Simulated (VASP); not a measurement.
Set up this calculation in VASP 6.6.1, as the native input.

- Task: single point
- Functional: PBEsol
- Potentials or basis: VASP PAW PBE potentials, release 64 (Cu)
- Cutoff: 520 eV
- k mesh: 14 × 14 × 14
- Occupations: fermi-dirac, width 0.1 eV
- Spin: no spin polarisation
- Dipole correction: no
- Further INCAR settings: ALGO = Normal; EDIFF = 1e-07; NBANDS = 12

The structure of Cu lies in POSCAR:

```
Cu
1.0
    0.0000000000      1.7579543034      1.7579543034
    1.7579543034      0.0000000000      1.7579543034
    1.7579543034      1.7579543034      0.0000000000
Cu
1
Direct
    0.0000000000      0.0000000000      0.0000000000
```

These files were run (other wordings do the same):

INCAR

```
ALGO = Normal
EDIFF = 1E-7
ENCUT = 520
GGA = PS
ISIF = 2
ISMEAR = -1
LASPH = True
LCHARG = True
LELF = True
LREAL = False
LVHAR = True
LWAVE = False
NBANDS = 12
NELM = 60
PREC = Accurate
SIGMA = 0.1
```

KPOINTS

```
k-points
0
Gamma
  14 14 14
```

Potentials or basis: VASP PAW PBE potentials, release 64 (Cu).

Command:

```bash
$ cat potpaw_PBE.64/Cu/POTCAR > POTCAR
$ mpirun -np 1 vasp_std > vasp.out
```

Results of the run:

- Pressure: 8.3 GPa

Caveat: the PAW data sets were made with another functional, which shifts forces and pressure a little.

Run time: 7.1 s on 1 thread of Intel(R) Xeon(R) 6975P-C (Granite Rapids) (shared host), peak memory 0.12 GiB.
